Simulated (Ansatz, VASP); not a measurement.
Two plane-wave programs on BeS

The input INCAR:

```
SYSTEM = BeS
PREC = Accurate
ENCUT = 600
EDIFF = 1E-6
ISMEAR = 1
SIGMA = 0.05
LREAL = .FALSE.
LASPH = .TRUE.
NELM = 120
ALGO = Normal
ISIF = 2
LWAVE = .FALSE.
LCHARG = .TRUE.
GGA = PS
LELF = .TRUE.
LVHAR = .TRUE.
NBANDS = 11
GGA_COMPAT = .FALSE.
```

The input KPOINTS:

```
Automatic mesh
0
G
  6 6 6
  0 0 0
```

Contents of POSCAR:

```
BeS
1.0
    0.0000000000      2.3172971969      2.3172971969
    2.3172971969      0.0000000000      2.3172971969
    2.3172971969      2.3172971969      0.0000000000
Be S
1 1
Direct
    0.0000000000      0.0000000000      0.0000000000
    0.5000000000      0.5000000000      0.5000000000
```

Input for Ansatz:

```yaml
crystal:
  lattice:
    - [0.0, 2.3172971969, 2.3172971969]
    - [2.3172971969, 0.0, 2.3172971969]
    - [2.3172971969, 2.3172971969, 0.0]
  atoms:
    - { symbol: Be, position: [0.0, 0.0, 0.0] }
    - { symbol: S, position: [0.5, 0.5, 0.5] }
kpoints:
  mp_grid: { grid: [6, 6, 6] }
hamiltonian:
  xc: pbesol
scf:
  occupations: { method: methfessel_paxton, width: 0.05 }
  n_extra_bands: 4
output:
  forces: true
  stress: true
  eigenvalues: true
```

Alike in both runs: task single point; functional PBEsol; k mesh 6 × 6 × 6; occupations methfessel-paxton of order 1, width 0.05 eV; no spin polarisation.

```csv
,VASP,Ansatz
version,VASP 6.6.1,Ansatz 0.2.0
potentials or method,"VASP PAW PBE potentials, release 64 (Be, S)",plane waves
plane-wave cutoff (eV),600,420
valence electrons in the cell,8,8
```

```tsv
	VASP	Ansatz	Ansatz less VASP
gap on the k mesh at the Fermi level (eV)	0.96	0.94	-0.017
pressure (GPa)	-2.8	-2.9	-0.14
```

VASP's potentials were made for PBE, not for PBEsol.
